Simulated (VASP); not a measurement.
# LiF (I4/mmm) in VASP: further runs, part 2 of 2

VASP 6.6.1.

**6. Single point, LDA (zz strain of +2 %)**

File INCAR:

```
SYSTEM = LiF
PREC = Accurate ; ENCUT = 520
EDIFF = 1E-6 ; ISMEAR = -1
SIGMA = 0.03 ; LREAL = .FALSE.
LASPH = .TRUE. ; NELM = 60
ALGO = Normal ; ISIF = 2
LWAVE = .FALSE. ; LCHARG = .FALSE.
GGA = CA ; NBANDS = 12
```

File KPOINTS:

```
Automatic mesh
0
G
  10 10 10
  0 0 0
```

File POSCAR:

```
LiF
1.0
    0.0000000000      2.0140000000      2.0542800000
    2.0140000000      0.0000000000      2.0542800000
    2.0140000000      2.0140000000      0.0000000000
Li F
1 1
Direct
    0.0000000000      0.0000000000      0.0000000000
    0.5000000000      0.5000000000      0.5000000000
```

Potentials or basis: VASP PAW LDA potentials, release 64 (Li_sv, F).

Command:

```
cat potpaw_LDA.64/Li_sv/POTCAR potpaw_LDA.64/F/POTCAR > POTCAR
mpirun -np 1 vasp_std > vasp.out
```

OUTCAR:

```text
SYSTEM = LiF
   PREC = Accurate
   ENCUT = 520
   EDIFF = 1E-6
   ISMEAR = -1
   LREAL = .FALSE.
   LASPH = .TRUE.
   NELM = 60
   ISIF = 2
   GGA = CA

 ion  position               nearest neighbor table
   1  0.000  0.000  0.000-   2 2.01   2 2.01   2 2.01   2 2.01   2 2.05   2 2.05
   2  0.500  0.500  0.500-   1 2.01   1 2.01   1 2.01   1 2.01   1 2.05   1 2.05

  LATTYP: Found a body centered tetragonal cell.
 ALAT       =     2.8482261146
 C/A-ratio  =     1.4424978336

  Lattice vectors:

 A1 = (  -2.0140000000,   0.0000000000,   2.0542800000)
 A2 = (   2.0140000000,   0.0000000000,   2.0542800000)
 A3 = (   0.0000000000,   2.0140000000,  -2.0542800000)

Analysis of symmetry for initial positions (statically):
=====================================================================
 Subroutine PRICEL returns:
 Original cell was already a primitive cell.

 Routine SETGRP: Setting up the symmetry group for a
 body centered tetragonal supercell.

 Subroutine GETGRP returns: Found 16 space group operations
 (whereof 16 operations were pure point group operations)
 out of a pool of 16 trial point group operations.

The static configuration has the point symmetry D_4h.

Analysis of symmetry for dynamics (positions and initial velocities):
=====================================================================
 Subroutine PRICEL returns:
 Original cell was already a primitive cell.

 Routine SETGRP: Setting up the symmetry group for a
 body centered tetragonal supercell.

 Subroutine GETGRP returns: Found 16 space group operations
 (whereof 16 operations were pure point group operations)
 out of a pool of 16 trial point group operations.

The dynamic configuration has the point symmetry D_4h.

 Subroutine INISYM returns: Found 16 space group operations
 (whereof 16 operations are pure point group operations),
 and found     1 'primitive' translations

----------------------------------------------------------------------------------------

                                     Primitive cell

  volume of cell :      16.6651

  direct lattice vectors                    reciprocal lattice vectors
     0.000000000  2.014000000  2.054280000    -0.248262165  0.248262165  0.243394279
     2.014000000  0.000000000  2.054280000     0.248262165 -0.248262165  0.243394279
     2.014000000  2.014000000  0.000000000     0.248262165  0.248262165 -0.243394279

  length of vectors
     2.876849374  2.876849374  2.848226115     0.427210698  0.427210698  0.427210698

  position of ions in fractional coordinates (direct lattice)
     0.000000000  0.000000000  0.000000000
     0.500000000  0.500000000  0.500000000

  ion indices of the primitive-cell ions
   primitive index   ion index
                 1           1
                 2           2

----------------------------------------------------------------------------------------

 KPOINTS: Automatic mesh

Automatic generation of k-mesh.
 Grid dimensions read from file:
 generate k-points for:   10   10   10

 Generating k-lattice:

  Cartesian coordinates                     Fractional coordinates (reciprocal lattice)
[... 41 lines left out ...]
 [... further k-points ...]
   k-points           NKPTS =    102   k-points in BZ     NKDIM =    102   number of bands    NBANDS=     12
   number of dos      NEDOS =    301   number of ions     NIONS =      2
   total plane-waves  NPLWV =  13824
   dimension x,y,z NGX =    24 NGY =   24 NGZ =   24
   dimension x,y,z NGXF=    48 NGYF=   48 NGZF=   48
   ions per type =               1   1
   NGX,Y,Z   is equivalent  to a cutoff of  13.87, 13.87, 14.01 a.u.
   NGXF,Y,Z  is equivalent  to a cutoff of  27.74, 27.74, 28.02 a.u.
 SYSTEM =  LiF
   PREC   = accura    normal or accurate (medium, high low for compatibility)
   ISTART =      0    job   : 0-new  1-cont  2-samecut
   ICHARG =      2    charge: 1-file 2-atom 10-const
   ISPIN  =      1    spin polarized calculation?
   LNONCOLLINEAR =      F non collinear calculations
   LSORBIT =      F    spin-orbit coupling
   LASPH  =      T    aspherical Exc in radial PAW
   ENCUT  =  520.0 eV  38.22 Ry    6.18 a.u.   5.35  5.35  5.30*2*pi/ulx,y,z
   NELM   =     60;   NELMIN=  2; NELMDL= -5     # of ELM steps
   EDIFF  = 0.1E-05   stopping-criterion for ELM
   LREAL  =      F    real-space projection
   EDIFFG = 0.1E-04   stopping-criterion for IOM
   NSW    =      0    number of steps for IOM
   IBRION =     -1    ionic relax: 0-MD 1-quasi-New 2-CG
   NFREE  =      0    steps in history (QN), initial steepest desc. (CG)
   ISIF   =      2    stress and relaxation
   ISYM   =      2    0-nonsym 1-usesym 2-fastsym
   POTIM  = 0.5000    time-step for ionic-motion
   TEBEG  =    0.0;   TEEND  =   0.0 temperature during run
   PSTRESS=    0.0 pullay stress
   NELECT =      10.0000    total number of electrons
   NUPDOWN=      -1.0000    fix difference up-down
   EMIN   =  10.00;   EMAX   =-10.00  energy-range for DOS
   EFERMI =   0.00;   METHOD = LEGACY
   ISMEAR =    -1;   SIGMA  =   0.03  broadening in eV -4-tet -1-fermi 0-gaus
   EFERMI_NEDOS =   21; number of points for ismear=-14 and -15
   IALGO  =     38    algorithm
   IMIX   =      4    mixing-type and parameters
     AMIX     =   0.40;   BMIX     =  1.00
     AMIX_MAG =   1.60;   BMIX_MAG =  1.00
  volume/ion in A,a.u.               =       8.33        56.23
  Fermi-wavevector in a.u.,A,eV,Ry     =   1.380825  2.609381 25.941925  1.906678
  Thomas-Fermi vector in A             =   2.505666
   LORBIT       =      0    0 simple, 1 ext, 2 COOP (PROOUT), +10 PAW based schemes
   GGA     = CA    functional components
   LHFCALC =     F    Hartree Fock is set to
   AEXX    =    0.0000 exact exchange contribution
   IVDW    =     0    specifies the selected vdW correction
   LEPSILON=     F    determine dielectric tensor
   LRPA    =     F    only Hartree local field effects (RPA)
 non-spin polarized calculation
  energy-cutoff  :      520.00
  volume of cell :       16.67
 maximum number of plane-waves:       460
 NGX is ok and might be reduce to    24
   NGX = 11   NGY = 11   NGZ = 11

 number of electron      10.0000000 magnetization

 number of electron       9.9999993 magnetization

 Free energy of the ion-electron system (eV)
  ---------------------------------------------------
  ext. energy  EPLUGINS =         0.00000000
  ---------------------------------------------------
  free energy    TOTEN  =       -10.45725011 eV

  energy without entropy =      -10.45725011  energy(sigma->0) =      -10.45725011

 E-fermi :  -0.7662     XC(G=0): -10.5709

 val. band max:       -1.3897914786   @ k =   0.0000   0.0000   0.0000
 cond. band min:       7.2363685313   @ k =   0.0000   0.0000   0.0000
 fundamental gap:      8.6261600099
 Fermi energy:        -0.7662384240

 k-point     1 :       0.0000    0.0000    0.0000
  band No.  band energies     occupation
      1     -41.2104      2.00000
      2     -20.9341      2.00000
      3      -1.4354      2.00000
      4      -1.4354      2.00000
      5      -1.3898      2.00000
      6       7.2364      0.00000
      7      21.4943      0.00000
      8      21.9362      0.00000
      9      21.9362      0.00000
     10      22.1858      0.00000
     11      22.3549      0.00000
     12      22.3549      0.00000
[... 331 lines left out ...]
 k-point    24 :       0.4000    0.3000    0.0000
  band No.  band energies     occupation
      1     -41.1476      2.00000
      2     -20.4117      2.00000
      3      -3.7649      2.00000
      4      -2.2756      2.00000
      5      -2.1551      2.00000
      6      11.0229      0.00000
      7      14.9434      0.00000
      8      16.4379      0.00000
      9      18.2498      0.00000
     10      19.3282      0.00000
     11      31.5939      0.00000
     12      32.9232      0.00000

 [... further k-points ...]

------------------------ aborting loop because EDIFF is reached ----------------------------------------

  FORCE on cell =-STRESS in cart. coord.  units (eV):
  Direction    XX          YY          ZZ          XY          YZ          ZX
  --------------------------------------------------------------------------------------
  -------------------------------------------------------------------------------------
  Total       -0.7695640     -0.7695640     -0.8722198      0.0000000      0.0000000      0.0000000
  in kB      -73.9855228    -73.9855228    -83.8548040      0.0000000      0.0000000      0.0000000
  external PRESSURE =     -77.2752832 kB  Pullay stress =       0.0000000 kB

 VOLUME and BASIS-vectors are now :
 -----------------------------------------------------------------------------
  energy-cutoff  :      520.00
  volume of cell :       16.67
      direct lattice vectors                 reciprocal lattice vectors
     0.000000000  2.014000000  2.054280000    -0.248262165  0.248262165  0.243394279
     2.014000000  0.000000000  2.054280000     0.248262165 -0.248262165  0.243394279
     2.014000000  2.014000000  0.000000000     0.248262165  0.248262165 -0.243394279

 POSITION                                       TOTAL-FORCE (eV/Angst)
 -----------------------------------------------------------------------------------
      0.00000      0.00000      0.00000        -0.000000     -0.000000     -0.000000
      2.01400      2.01400      2.05428         0.000000      0.000000      0.000000
 -----------------------------------------------------------------------------------
    total drift:                               -0.000000     -0.000000      0.000000

  FREE ENERGIE OF THE ION-ELECTRON SYSTEM (eV)
  ---------------------------------------------------
  free  energy   TOTEN  =       -10.4572501099 eV

  energy  without entropy=      -10.4572501099  energy(sigma->0) =      -10.45725011
```

OSZICAR:

```text
N       E                     dE             d eps       ncg     rms          rms(c)
DAV:   1     0.298212919802E+02    0.29821E+02   -0.53760E+03  2600   0.847E+02
DAV:   2    -0.987978410454E+01   -0.39701E+02   -0.38918E+02  2940   0.184E+02
DAV:   3    -0.109426377290E+02   -0.10629E+01   -0.10605E+01  3204   0.262E+01
DAV:   4    -0.109527396299E+02   -0.10102E-01   -0.10101E-01  2856   0.281E+00
DAV:   5    -0.109528353642E+02   -0.95734E-04   -0.95734E-04  3176   0.210E-01    0.424E+00
DAV:   6    -0.104747632552E+02    0.47807E+00   -0.23363E+00  2736   0.918E+00    0.138E+00
DAV:   7    -0.104630778099E+02    0.11685E-01   -0.15362E-02  3364   0.107E+00    0.797E-01
DAV:   8    -0.104572610749E+02    0.58167E-02   -0.96413E-03  3484   0.103E+00    0.986E-02
DAV:   9    -0.104572338198E+02    0.27255E-04   -0.64291E-04  2772   0.230E-01    0.371E-02
DAV:  10    -0.104572505515E+02   -0.16732E-04   -0.31394E-05  2812   0.397E-02    0.646E-03
DAV:  11    -0.104572501099E+02    0.44160E-06   -0.13761E-06  2724   0.121E-02
   1 F= -.10457250E+02 E0= -.10457250E+02  d E =-.154624E-10
```

Run time: 5.4 s. Hardware: 1 thread of Intel Xeon 6975P-C (Granite Rapids), shared host; peak memory 0.13 GiB.

Results:

| Quantity | Value |
| --- | --- |
| Free energy | -10.4573 eV |
| Band gap on the k mesh | 8.63 eV, direct |

Levels at points of the mesh, in eV from the valence-band top:
| k point | band 2 | band 3 | band 4 | band 5 | band 6 | band 7 | band 8 | band 9 |
| --- | --- | --- | --- | --- | --- | --- | --- | --- |
| (0.00, 0.00, 0.00) | -19.54 | -0.05 | -0.05 | 0.00 | 8.63 | 22.88 | 23.33 | 23.33 |
| (0.50, 0.00, 0.00) | -19.11 | -2.55 | -0.27 | -0.23 | 10.24 | 16.11 | 18.07 | 18.41 |
| (0.50, 0.50, 0.00) | -18.85 | -3.07 | -0.99 | -0.99 | 13.97 | 16.08 | 16.84 | 19.69 |
| (0.50, 0.00, 0.50) | -18.83 | -3.05 | -1.11 | -0.99 | 14.32 | 15.82 | 16.88 | 19.27 |

Caveat: the cell differs from its parent crystal (zz strain of +2 %); the cutoff is under 1.25 times the usual one of these potentials, so pressure, stress and relaxed cells hold a basis-set (Pulay) error.

**7. Summary**

| cell | gap on the mesh (eV) |
| --- | --- |
| a = 2.806, b = 2.806, c = 2.848 Å, angles 59.5, 59.5, 61.0°, 2 atoms | 9.09 |
| a = 2.834, b = 2.834, c = 2.848 Å, angles 59.8, 59.8, 60.3°, 2 atoms | 8.92 |
| a = 2.820, b = 2.820, c = 2.848 Å, angles 59.7, 59.7, 60.7°, 2 atoms | 9.00 |
| a = 2.834, b = 2.834, c = 2.820 Å, angles 60.2, 60.2, 59.7°, 2 atoms | 9.00 |
| a = 2.877, b = 2.877, c = 2.848 Å, angles 60.3, 60.3, 59.3°, 2 atoms | 8.63 |

Alike in all rows: task single point; level LDA; potentials or basis VASP PAW LDA potentials, release 64 (Li_sv, F); no spin polarisation; k mesh 10 × 10 × 10; cutoff (eV) 520; smearing fermi-dirac 0.03 eV.

Caveats: the cutoff is under 1.25 times the usual one of these potentials, so pressure, stress and relaxed cells hold a basis-set (Pulay) error.

Total energies depend on the potentials used, so only differences within one code and one set of settings carry meaning.
